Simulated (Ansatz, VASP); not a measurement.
# CdSe: VASP beside Ansatz

INCAR

```
SYSTEM = CdSe
ALGO = Normal ; EDIFF = 1E-6
ENCUT = 520 ; GGA = PE
ISIF = 2 ; ISMEAR = 0
LASPH = .True. ; LCHARG = .False.
LREAL = .False. ; LWAVE = .False.
NBANDS = 26 ; NELM = 60
PREC = Accurate ; SIGMA = 0.024
```

KPOINTS

```
k-points
0
Gamma
  7 7 4
  0 0 0
```

The input POSCAR:

```
CdSe
1.0
    4.3000000000      0.0000000000      0.0000000000
   -2.1500000000      3.7239092363      0.0000000000
    0.0000000000      0.0000000000      7.0200000000
Cd Se
2 2
Direct
    0.6666666667      0.3333333333      0.5000000000
    0.3333333333      0.6666666667      0.0000000000
    0.6666666667      0.3333333333      0.8850000000
    0.3333333333      0.6666666667      0.3850000000
```

Contents of input.yaml:

```yaml
crystal:
  lattice:
    - [4.3, 0.0, 0.0]
    - [-2.15, 3.7239092363, 0.0]
    - [0.0, 0.0, 7.02]
  atoms:
    - { symbol: Cd, position: [0.6666666667, 0.3333333333, 0.5] }
    - { symbol: Cd, position: [0.3333333333, 0.6666666667, 0.0] }
    - { symbol: Se, position: [0.6666666667, 0.3333333333, 0.885] }
    - { symbol: Se, position: [0.3333333333, 0.6666666667, 0.385] }
hamiltonian:
  xc: pbe
  pseudopotentials: { kind: paw }
kpoints:
  mp_grid: { grid: [7, 7, 4] }
scf:
  occupations: { method: gaussian, width: 0.024 }
output:
  forces: true
  stress: true
  eigenvalues: true
```

Alike in both runs: task single point; functional PBE; k mesh 7 × 7 × 4; occupations gaussian, width 0.024 eV; no spin polarisation.

```csv
,VASP,Ansatz
version,VASP 6.6.1,Ansatz 0.2.0
potentials or method,"VASP PAW PBE potentials, release 64 (Cd, Se)",Ansatz PAW
plane-wave cutoff (eV),520,420
valence electrons in the cell,36,72
```

Ansatz gave:

| Property | Result |
| --- | --- |
| gap on the k mesh at the Fermi level (eV) | 0.70 |
| least direct gap on the mesh (eV) | 0.70 |
| pressure (GPa) | 3.0 |
| traceless stress, the component that is largest in VASP (GPa) | -1.35 |
| rms of the force components (eV/Å) | 0.163 |

**Question.** What did VASP give for the same quantities?

**Answer.** gap on the k mesh at the Fermi level (eV): 0.70; least direct gap on the mesh (eV): 0.70; pressure (GPa): 3.3; traceless stress, the component that is largest in VASP (GPa): -1.40; rms of the force components (eV/Å): 0.168.

Atom by atom the forces differ by 0.006 eV/Å (rms over components). VASP's potentials hold 36 valence electrons a cell and Ansatz's 72, so a difference there can come from the potentials and not from the codes.

Noted on Ansatz's run: odd divisions of the mesh miss points on the zone boundary, where band edges often lie, so the gap on the mesh can be too wide.
